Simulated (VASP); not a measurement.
The system is BeZn2O3.

```
Be Zn O
1.0
     3.07000    0.00000    0.00000
    -1.53500    2.65870    0.00000
     0.00000    0.00000    7.43000
Be Zn O
1 2 3
Direct
  0.00000 0.00000 0.00000
  0.66667 0.33333 0.66670
  0.33333 0.66667 0.33330
  0.66667 0.33333 0.91670
  0.00000 0.00000 0.25000
  0.33333 0.66667 0.58330
```

* Program: VASP 6.6.1
* Task: relaxation of cell and atoms
* Functional: PBE
* Potentials or basis: VASP PAW PBE potentials, release 64 (Be, Zn, O)
* Cutoff: 600 eV
* k mesh: 4 × 4 × 2
* Occupations: gaussian, width 0.15 eV
* Spin: no spin polarisation

At the start: pressure 14.2 GPa; volume 10.11 Å³/atom.

Problem. Where does the relaxation end?

Solution. Over 12 steps the energy falls by 179.4 meV/atom and the volume is 10.53 Å³/atom (+4.1 %); space group P3m1 (No. 156, to 0.05 Å).

Step by step:
| step | energy change (eV) | largest force (eV/Å) | pressure (GPa) | volume (Å³) |
| --- | --- | --- | --- | --- |
| 1 | 0.0000 | 3.7100 | 14.22 | 60.65 |
| 2 | -0.6849 | 1.3881 | -9.14 | 68.87 |
| 3 | -0.7343 | 1.2895 | -5.55 | 66.96 |
| 4 | -0.9785 | 1.0788 | -2.36 | 64.92 |
| 5 | -1.0040 | 0.9658 | -0.50 | 64.08 |
| 6 | -1.0595 | 0.2961 | 0.73 | 63.16 |
| 7 | -1.0602 | 0.2360 | 0.58 | 63.25 |
| 8 | -1.0705 | 0.1575 | -0.39 | 63.51 |
| 9 | -1.0720 | 0.1768 | -0.92 | 63.64 |
| 10 | -1.0756 | 0.1228 | 0.08 | 63.16 |
| 11 | -1.0757 | 0.0835 | -0.05 | 63.24 |
| 12 | -1.0762 | 0.0370 | 0.08 | 63.15 |

Final structure:
```xyz
6
Lattice="3.0731 0.0000 0.0000 -1.5366 2.6614 0.0000 0.0000 0.0000 7.7218" Properties=species:S:1:pos:R:3 pbc="T T T"
Be    0.0000    0.0000    0.0667
Zn    1.5366    0.8871    5.3014
Zn    0.0000    1.7743    2.4906
O     1.5366    0.8871    7.2763
O     0.0000    0.0000    1.6558
O     0.0000    1.7743    4.4440
```

Caveat: the k points lie up to 0.59 Å⁻¹ apart in the final cell; the relaxation stopped at a loose force limit of 0.08 eV/Å, so its end isn't a converged minimum.
